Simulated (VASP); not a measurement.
A run of VASP 6.6.1 is set up as follows.

Contents of INCAR:

```
SYSTEM = N
PREC = Accurate
ENCUT = 600
EDIFF = 1E-7
ISMEAR = 0
SIGMA = 0.02
LREAL = .FALSE.
LASPH = .TRUE.
NELM = 100
ALGO = Normal
ISIF = 3
LWAVE = .FALSE.
LCHARG = .FALSE.
GGA = PE
IVDW = 12
IBRION = 2
NSW = 100
EDIFFG = -0.005
```

KPOINTS

```
regular mesh
0
G
  9 9 4
  0 0 0
```

Contents of POSCAR:

```
N
1.0
    3.8218892929      0.0000000000      0.0000000000
   -1.9109446464      3.3098532181      0.0000000000
    0.0000000000      0.0000000000      7.4228208320
N
4
Direct
    0.3333333333      0.6666666667      0.3242381484
    0.3333333333      0.6666666667      0.1757618516
    0.6666666667      0.3333333333      0.8242381484
    0.6666666667      0.3333333333      0.6757618516
```

Potentials or basis: VASP PAW PBE potentials, release 64 (N).

The run is started by

```console
$ cat potpaw_PBE.64/N/POTCAR > POTCAR
$ mpirun -np 1 vasp_std > vasp.out
```

Question: Predict the band gap on the k mesh.

Answer: 6.82 eV, indirect (least direct gap 6.97 eV).

Question: What does it give for the relaxed volume?

Answer: 21.96 Å³/atom.

Step by step:
| step | energy change (eV) | largest force (eV/Å) | pressure (GPa) | volume (Å³) |
| --- | --- | --- | --- | --- |
| 1 | 0.0000 | 1.6628 | 1.87 | 93.90 |
| 2 | 3.7759 | 14.3467 | -20.78 | 97.61 |
| 3 | -0.0103 | 0.9904 | -1.45 | 94.10 |
| 4 | -0.0163 | 0.3733 | -0.67 | 94.02 |
| 5 | -0.0172 | 0.0532 | -0.27 | 93.98 |
| 6 | -0.0173 | 0.0068 | -0.19 | 93.98 |
| 7 | -0.0173 | 0.0193 | -0.17 | 93.98 |
| 8 | -0.0176 | 0.0219 | -0.16 | 93.70 |
| 9 | -0.0186 | 0.0291 | -0.14 | 92.86 |
| 10 | -0.0201 | 0.0499 | -0.06 | 91.21 |
| 11 | -0.0215 | 0.1172 | 0.14 | 87.96 |
| 12 | -0.0216 | 0.0154 | -0.03 | 87.83 |
| 13 | -0.0216 | 0.0074 | -0.02 | 87.83 |
| 14 | -0.0216 | 0.0055 | -0.01 | 87.84 |
| 15 | -0.0216 | 0.0562 | 0.06 | 87.90 |
| 16 | -0.0216 | 0.0024 | -0.02 | 87.84 |

Caveat: the standard files for N, O and F lose accuracy on very short bonds. A k mesh can miss the band edges.
